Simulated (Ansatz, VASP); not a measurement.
## CdTe: VASP beside Ansatz

The input POSCAR:

```
CdTe
1.0
    0.0000000000      3.2262257841      3.2262257841
    3.2262257841      0.0000000000      3.2262257841
    3.2262257841      3.2262257841      0.0000000000
Te Cd
1 1
Direct
    0.7500000000      0.7500000000      0.7500000000
    0.0000000000      0.0000000000      0.0000000000
```

Contents of INCAR.step1:

```
SYSTEM = CdTe
ALGO = Normal
EDIFF = 1E-5
ENCUT = 520
GGA = PE
ISIF = 2
ISMEAR = -1
LASPH = .TRUE.
LCHARG = .FALSE.
LREAL = .FALSE.
LWAVE = .TRUE.
NBANDS = 16
NELM = 100
PREC = Accurate
SIGMA = 0.05
```

The input INCAR.step2:

```
SYSTEM = CdTe
ALGO = Normal
EDIFF = 1E-6
ENCUT = 520
GGA = PE
HFSCREEN = 0.2079
ISIF = 2
ISMEAR = -1
ISTART = 1
LASPH = .TRUE.
LCHARG = .FALSE.
LHFCALC = .TRUE.
LREAL = .FALSE.
LWAVE = .FALSE.
NBANDS = 16
NELM = 100
PREC = Accurate
PRECFOCK = Normal
SIGMA = 0.05
```

KPOINTS

```
k-points
0
G
  4 4 4
  0 0 0
```

Contents of input.yaml:

```yaml
crystal:
  lattice:
    - [0.0, 3.2262257841, 3.2262257841]
    - [3.2262257841, 0.0, 3.2262257841]
    - [3.2262257841, 3.2262257841, 0.0]
  atoms:
    - { symbol: Te, position: [0.75, 0.75, 0.75] }
    - { symbol: Cd, position: [0.0, 0.0, 0.0] }
hamiltonian:
  xc: hse06
  pseudopotentials: { kind: paw }
kpoints:
  mp_grid: { grid: [4, 4, 4] }
scf:
  occupations: { method: fermi_dirac, width: 0.05 }
output:
  forces: true
  stress: true
  eigenvalues: true
  write_density: true
  write_potential: true
  elf: true
  volumetric_format: npy
```

Alike in both runs: task single point; functional HSE06; k mesh 4 × 4 × 4; occupations fermi-dirac, width 0.05 eV; no spin polarisation.

|  | VASP | Ansatz |
| --- | --- | --- |
| version | VASP 6.6.1 | Ansatz 0.2.0 |
| potentials or method | VASP PAW PBE potentials, release 64 (Te, Cd) | Ansatz PAW |
| plane-wave cutoff (eV) | 520 | 420 |
| valence electrons in the cell | 18 | 36 |

|  | VASP | Ansatz | Ansatz less VASP |
| --- | --- | --- | --- |
| gap on the k mesh at the Fermi level (eV) | 1.61 | 1.70 | +0.090 |
| least direct gap on the mesh (eV) | 1.61 | 1.70 | +0.090 |
| pressure (GPa) | 2.5 | 2.5 | +0.02 |

VASP's potentials hold 18 valence electrons a cell and Ansatz's 36, so a difference there can come from the potentials and not from the codes.

The k mesh is coarse, so the values compare programs but aren't converged. Spin-orbit coupling is off throughout.
